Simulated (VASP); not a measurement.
C31N (a cell with a defect), 64 atoms in the cell. The cell holds a defect, 64 atoms: a = 7.108 Å, b = 7.108 Å, c = 7.108 Å, α = 90.00°, β = 90.00°, γ = 90.00°. 

| Property | Result |
| --- | --- |
| Program | VASP 6.6.1 |
| Task | single point |
| Functional | PBEsol |
| Potentials or basis | VASP PAW PBE potentials, release 64 (C, N) |
| Cutoff | 520 eV |
| k mesh | 1 × 1 × 1, shifted |
| Occupations | fermi-dirac, width 0.05 eV |
| Spin | no spin polarisation |
| Dipole correction | no |
| Further INCAR settings | LREAL = Auto; ALGO = Normal; EDIFF = 1e-06; NBANDS = 167; ISYM = 0 |

Potentials or basis: VASP PAW PBE potentials, release 64 (C, N).

The run is started by

```bash
$ cat potpaw_PBE.64/C/POTCAR potpaw_PBE.64/N/POTCAR > POTCAR
$ mpirun -np 1 vasp_std > vasp.out
```

Hardware: 1 thread of Intel Xeon 6975P-C (shared host).

**Question.** How long does it take, and how much memory?

**Answer.** Wall time 7.3 min on 1 thread of Intel Xeon 6975P-C, on a shared host, peak memory 0.46 GiB. Counts: scf iterations 14, k points 4.
